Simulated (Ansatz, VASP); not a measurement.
## One calculation of Ta3Cu, two programs

```xyz
4
Lattice="0.0000 3.2294 3.2294 3.2294 0.0000 3.2294 3.2294 3.2294 0.0000" Properties=species:S:1:pos:R:3 pbc="T T T"
Ta    4.8441    4.8441    4.8441
Ta    1.6147    1.6147    1.6147
Ta    0.0000    0.0000    0.0000
Cu    3.2294    3.2294    3.2294
```

Alike in both runs: functional PBE; k mesh 6 × 6 × 6; occupations gaussian, width 0.1 eV; no spin polarisation.

Ansatz relaxed the structure, and its values are those at the end. VASP's run is a single point on that final structure, the one shown.

|  | VASP | Ansatz |
| --- | --- | --- |
| version | VASP 6.6.1 | Ansatz 0.2.0 |
| potentials or method | VASP PAW PBE potentials, release 64 (Ta_pv, Cu), cutoff 520 eV | scalar-relativistic, plane waves, PAW |
| valence electrons in the cell | 44 | 58 |

```tsv
	VASP	Ansatz	Ansatz less VASP
gap on the k mesh at the Fermi level (eV)	none	none	-
pressure (GPa)	0.4	0.1	-0.24
```

A gap of «none» marks a metal or a gap that the smearing closes. With one functional, cell and mesh, what is left measures potentials, basis and numerics. VASP's potentials hold 44 valence electrons a cell and Ansatz's 58, so a difference there can come from the potentials and not from the codes.

Neither program's run includes spin-orbit coupling.
